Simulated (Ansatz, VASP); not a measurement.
## ScHO2: VASP beside Ansatz

```xyz
8
Lattice="3.1938 0.0000 0.0000 -1.5969 2.7659 0.0000 0.0000 0.0000 8.9770" Properties=species:S:1:pos:R:3 pbc="T T T"
Sc    0.0000    0.0000    4.4885
Sc    0.0000    0.0000    0.0000
H     1.5969    0.9220    6.7327
H     0.0000    1.8439    2.2442
O     1.5969    0.9220    5.5208
O     1.5969    0.9220    7.9446
O     0.0000    1.8439    1.0324
O     0.0000    1.8439    3.4561
```

Alike in both runs: task single point; functional PBEsol; k mesh 12 × 12 × 4; occupations gaussian, width 0.05 eV; no spin polarisation.

|  | VASP | Ansatz |
| --- | --- | --- |
| version | VASP 6.6.1 | Ansatz 0.2.0 |
| potentials or method | VASP PAW PBE potentials, release 64 (Sc_sv, H, O), cutoff 520 eV | scalar-relativistic, plane waves, PAW |
| valence electrons in the cell | 48 | 48 |

Ansatz gave:

- gap on the k mesh at the Fermi level (eV): 3.73
- least direct gap on the mesh (eV): 4.16
- pressure (GPa): 0.0
- traceless stress, the component that is largest in VASP (GPa): -0.01
- rms of the force components (eV/Å): 0.000

Task: Which values does VASP return?

Result: gap on the k mesh at the Fermi level (eV): 3.70; least direct gap on the mesh (eV): 4.14; pressure (GPa): 0.8; traceless stress, the component that is largest in VASP (GPa): -0.08; rms of the force components (eV/Å): 0.023.

VASP's potentials were made for PBE, not for PBEsol. Atom by atom the forces differ by 0.023 eV/Å (rms over components).
